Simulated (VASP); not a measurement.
Write the native input for VASP 6.6.1 that does the following.

| Quantity | Value |
| --- | --- |
| Task | single point |
| Functional | PBE |
| Potentials or basis | VASP PAW PBE potentials, release 64 (Ti_sv, Ge_d, Mo_sv) |
| Cutoff | 520 eV |
| k mesh | 6 × 6 × 2 |
| Occupations | gaussian, width 0.1 eV |
| Spin | collinear spin, ferromagnetic start |
| Starting moments | [1.0, 0.0, 0.0, 0.0, 0.0, 1.0] μB |
| Dipole correction | no |
| Further INCAR settings | ALGO = Normal; EDIFF = 1e-06; NBANDS = 54 |

The structure of TiGe4Mo lies in POSCAR:

```
TiGe4Mo
1.0
    3.3387941000      0.0000000000      0.0000000000
    0.0000000000      3.3387941000      0.0000000000
    0.0000000000      0.0000000000      8.4967963000
Ti Ge Mo
1 4 1
Direct
    0.5000000000      0.5000000000      0.5000000000
    0.0000000000      0.0000000000      0.6665090000
    0.5000000000      0.5000000000      0.1599250000
    0.0000000000      0.0000000000      0.3334910000
    0.5000000000      0.5000000000      0.8400750000
    0.0000000000      0.0000000000      0.0000000000
```

One way to write it, as run:

INCAR

```
PREC = Accurate
ENCUT = 520
EDIFF = 1E-6
ISMEAR = 0
SIGMA = 0.1
LREAL = F
LASPH = T
NELM = 150
ALGO = Normal
ISIF = 2
LWAVE = F
LCHARG = F
ISPIN = 2
MAGMOM = 1 0 0 0 0 1
LORBIT = 11
LMAXMIX = 4
GGA = PE
NBANDS = 54
```

KPOINTS

```
Automatic mesh
0
Gamma
  6 6 2
```

Potentials or basis: VASP PAW PBE potentials, release 64 (Ti_sv, Ge_d, Mo_sv).

Run with:

```sh
$ cat potpaw_PBE.64/Ti_sv/POTCAR potpaw_PBE.64/Ge_d/POTCAR potpaw_PBE.64/Mo_sv/POTCAR > POTCAR
$ mpirun -np 1 vasp_std > vasp.out
```

It gave:

The pressure is 0.4 GPa. The largest force is 0.085 eV/Å and the band gap on the k mesh is zero (filled and empty bands overlap). The net moment is 0.00 μB per cell and the valence electrons inside the program's atomic spheres are Ti 10.25; Ge 12.36, 12.39; Mo 12.39.

Caveat: the k points lie up to 0.37 Å⁻¹ apart.

Wall time 7.2 min on 1 thread of Oxide Virtual Turin-like Processor (shared host), peak memory 0.31 GiB.
